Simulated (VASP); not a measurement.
# H11NO4 in VASP: further runs, part 2 of 2

VASP 6.6.1.

**5. Molecular dynamics, PBE**

The input, INCAR:

```
PREC     = Accurate       # precision mode
ENCUT    = 520            # plane-wave cutoff, eV
EDIFF    = 1E-5           # SCF threshold, eV
ISMEAR   = -1             # smearing method
SIGMA    = 0.05           # smearing width, eV
LREAL    = Auto         
LASPH    = True           # aspherical terms in the spheres
NELM     = 80             # most SCF steps
ALGO     = Normal         # electronic algorithm
ISIF     = 2              # what is computed and relaxed
LWAVE    = False          # write WAVECAR
LCHARG   = False          # write CHGCAR
GGA      = PE             # functional
IBRION   = 0              # ionic algorithm
NSW      = 40             # ionic steps
POTIM    = 0.75           # step
TEBEG    = 500.0        
TEEND    = 500.0        
ISYM     = 0            
NELMIN   = 4            
RANDOM_SEED= 668628 0 0   
MDALGO   = 2            
SMASS    = 0
```

The input, KPOINTS:

```
Automatic mesh
0
Gamma
  1 1 1
```

The input, POSCAR:

```
H11NO4
1.0
    5.2305400000      0.0000000000      0.0000000000
    0.0000000000      5.2305400000      0.0000000000
    0.0000000000      0.0000000000      5.2305400000
O H N
4 11 1
Direct
    0.6831033500      0.8431818100      0.4856005200
    0.9089406100      0.6134745900      0.9616271400
    0.2436050400      0.6176006700      0.3847749500
    0.5569427100      0.2172951100      0.1030408600
    0.7999509700      0.7796266100      0.3591513900
    0.5028023300      0.7790929700      0.4252662500
    0.8787754500      0.7022993300      0.8063549200
    0.7874256600      0.4660313400      0.9874688900
    0.1280688900      0.6151987400      0.2351662900
    0.2052203200      0.4677015700      0.4764068900
    0.4377888600      0.3097603500      0.2018739000
    0.6328881700      0.0882061700      0.2207117800
    0.1095111700      0.0371126900      0.5250481500
    0.1535764800      0.2612092300      0.7606051800
   -0.1371598300      0.2130522800      0.6051498800
    0.0633851900      0.2236340800      0.5885709000
```

Potentials or basis: VASP PAW PBE potentials, release 64 (O, H, N).

Run with:

```sh
cat potpaw_PBE.64/O/POTCAR potpaw_PBE.64/H/POTCAR potpaw_PBE.64/N/POTCAR > POTCAR
mpirun -np 1 vasp_gam > vasp.out
```

OUTCAR:

```text
PREC = Accurate
   ENCUT = 520
   EDIFF = 1E-5
   ISMEAR = -1
   LREAL = Auto
   LASPH = True
   NELM = 80
   ISIF = 2
   GGA = PE
   IBRION = 0
   NSW = 40
   POTIM = 0.75
   TEBEG = 500.0
   ISYM = 0
   NELMIN = 4

 ion  position               nearest neighbor table
   1  0.683  0.843  0.486-   5 0.96   6 1.05
   2  0.909  0.613  0.962-   7 0.95   8 1.01
   3  0.244  0.618  0.385-  10 0.94   9 0.99
   4  0.557  0.217  0.103-  11 0.94  12 1.00
   5  0.800  0.780  0.359-   1 0.96
   6  0.503  0.779  0.425-   1 1.05
   7  0.879  0.702  0.806-   2 0.95
   8  0.787  0.466  0.987-   2 1.01
   9  0.128  0.615  0.235-   3 0.99
  10  0.205  0.468  0.476-   3 0.94
  11  0.438  0.310  0.202-   4 0.94
  12  0.633  0.088  0.221-   4 1.00
  13  0.110  0.037  0.525-  16 1.06
  14  0.154  0.261  0.761-  16 1.03
  15  0.863  0.213  0.605-  16 1.05
  16  0.063  0.224  0.589-  14 1.03  15 1.05  13 1.06

IMPORTANT INFORMATION: All symmetrisations will be switched off!
NOSYMM: (Re-)initialisation of all symmetry stuff for point group C_1.

----------------------------------------------------------------------------------------

                                     Primitive cell
[... 151 lines left out ...]
  -------------------------------------------------------------------------------------
  Total       -0.9004496      2.8082462      3.0178888     -0.4501886     -2.0082780     -2.6590218
  in kB      -10.0816220     31.4417113     33.7889143     -5.0404060    -22.4851005    -29.7709643
  external PRESSURE =      18.3830012 kB  Pullay stress =       0.0000000 kB
[... 157 lines left out ...]
  ENERGY OF THE ELECTRON-ION-THERMOSTAT SYSTEM (eV)
  ---------------------------------------------------
% ion-electron   TOTEN  =       -77.426593  see above
  kinetic energy EKIN   =         0.779044
  kin. lattice  EKIN_LAT=         0.000000  (temperature  401.79 K)
  nose potential ES     =        -0.004084
  nose kinetic   EPS    =         0.000653
  ---------------------------------------------------
  total energy   ETOTAL =       -76.650980 eV

[... ionic steps 4 to 37 ...]

--------------------------------------- Ionic step       38  -------------------------------------------

 number of electron      39.9999997 magnetization

------------------------ aborting loop because EDIFF is reached ----------------------------------------
[... 115 lines left out ...]
--------------------------------------- Ionic step       40  -------------------------------------------

 number of electron      39.9999997 magnetization

 Free energy of the ion-electron system (eV)
  ---------------------------------------------------
  ext. energy  EPLUGINS =         0.00000000
  ---------------------------------------------------
  free energy    TOTEN  =       -77.27648195 eV

  energy without entropy =      -77.27648195  energy(sigma->0) =      -77.27648195

 E-fermi :  -1.7830     XC(G=0):  -7.1671

 val. band max:       -3.0114153785   @ k =   0.0000   0.0000   0.0000
 cond. band min:       1.3431349023   @ k =   0.0000   0.0000   0.0000
 fundamental gap:      4.3545502808
 Fermi energy:        -1.7829628289

 k-point     1 :       0.0000    0.0000    0.0000
  band No.  band energies     occupation
      1     -22.1949      2.00000
      2     -21.8350      2.00000
      3     -21.4013      2.00000
      4     -20.4750      2.00000
      5     -17.9975      2.00000
      6      -9.5761      2.00000
[... 70 lines left out ...]
  ENERGY OF THE ELECTRON-ION-THERMOSTAT SYSTEM (eV)
  ---------------------------------------------------
% ion-electron   TOTEN  =       -77.276482  see above
  kinetic energy EKIN   =         1.089096
  kin. lattice  EKIN_LAT=         0.000000  (temperature  561.70 K)
  nose potential ES     =        -0.513638
  nose kinetic   EPS    =         0.033111
  ---------------------------------------------------
  total energy   ETOTAL =       -76.667913 eV
```

It took 2.4 min on 1 thread of Intel Xeon 6975P-C (Granite Rapids), shared host; peak memory 0.24 GiB.

Step by step:
| step | potential energy change (eV) | largest force (eV/Å) | pressure (GPa) | volume (Å³) | temperature (K) |
| --- | --- | --- | --- | --- | --- |
| 1 | 0.0000 | 4.3118 | 1.84 | 143.10 | 484 |
| 2 | 0.1585 | 4.8864 | 2.70 | 143.10 | 425 |
| 3 | 0.2092 | 4.1357 | 2.97 | 143.10 | 402 |
| 4 | 0.1022 | 3.6810 | 2.47 | 143.10 | 457 |
| 5 | -0.0643 | 3.2624 | 1.53 | 143.10 | 543 |
| 6 | -0.1680 | 2.7214 | 0.61 | 143.10 | 598 |
| 7 | -0.1365 | 2.4532 | 0.09 | 143.10 | 583 |
| 8 | 0.0214 | 2.4949 | 0.03 | 143.10 | 503 |
| 9 | 0.2165 | 3.0584 | 0.18 | 143.10 | 405 |
| 10 | 0.3174 | 3.7737 | 0.19 | 143.10 | 355 |
| 11 | 0.2596 | 3.6371 | -0.11 | 143.10 | 385 |
| 12 | 0.1208 | 2.8299 | -0.55 | 143.10 | 456 |
| 13 | 0.0485 | 2.2837 | -0.77 | 143.10 | 497 |
| 14 | 0.1291 | 2.4686 | -0.61 | 143.10 | 464 |
| 15 | 0.3139 | 2.8811 | -0.24 | 143.10 | 380 |
| 16 | 0.4570 | 3.3016 | -0.09 | 143.10 | 317 |
| 17 | 0.4515 | 3.2559 | -0.51 | 143.10 | 328 |
| 18 | 0.3287 | 3.2872 | -1.29 | 143.10 | 401 |
| 19 | 0.2012 | 2.7584 | -2.09 | 143.10 | 482 |
| 20 | 0.1537 | 2.6867 | -2.47 | 143.10 | 527 |
| 21 | 0.2160 | 2.7956 | -2.28 | 143.10 | 516 |
| 22 | 0.3603 | 3.2605 | -1.63 | 143.10 | 464 |
| 23 | 0.4802 | 4.4534 | -0.85 | 143.10 | 424 |
| 24 | 0.4608 | 4.2890 | -0.32 | 143.10 | 452 |
| 25 | 0.3255 | 3.2508 | -0.10 | 143.10 | 539 |
| 26 | 0.2138 | 3.1581 | 0.06 | 143.10 | 618 |
| 27 | 0.2245 | 4.1129 | 0.38 | 143.10 | 635 |
| 28 | 0.3439 | 3.6708 | 0.79 | 143.10 | 594 |
| 29 | 0.4759 | 3.4811 | 1.02 | 143.10 | 543 |
| 30 | 0.5146 | 3.9393 | 0.85 | 143.10 | 534 |
| 31 | 0.4521 | 3.8624 | 0.31 | 143.10 | 573 |
| 32 | 0.3835 | 3.5389 | -0.18 | 143.10 | 614 |
| 33 | 0.3800 | 4.5296 | -0.33 | 143.10 | 620 |
| 34 | 0.4400 | 4.6947 | -0.09 | 143.10 | 591 |
| 35 | 0.5116 | 4.0821 | 0.37 | 143.10 | 555 |
| 36 | 0.4911 | 5.3197 | 0.73 | 143.10 | 563 |
| 37 | 0.3295 | 4.7173 | 0.85 | 143.10 | 633 |
| 38 | 0.1794 | 2.7519 | 0.99 | 143.10 | 691 |
| 39 | 0.2050 | 3.7376 | 1.37 | 143.10 | 660 |
| 40 | 0.3593 | 3.8166 | 1.84 | 143.10 | 562 |

Caveat: the k points lie up to 1.20 Å⁻¹ apart.
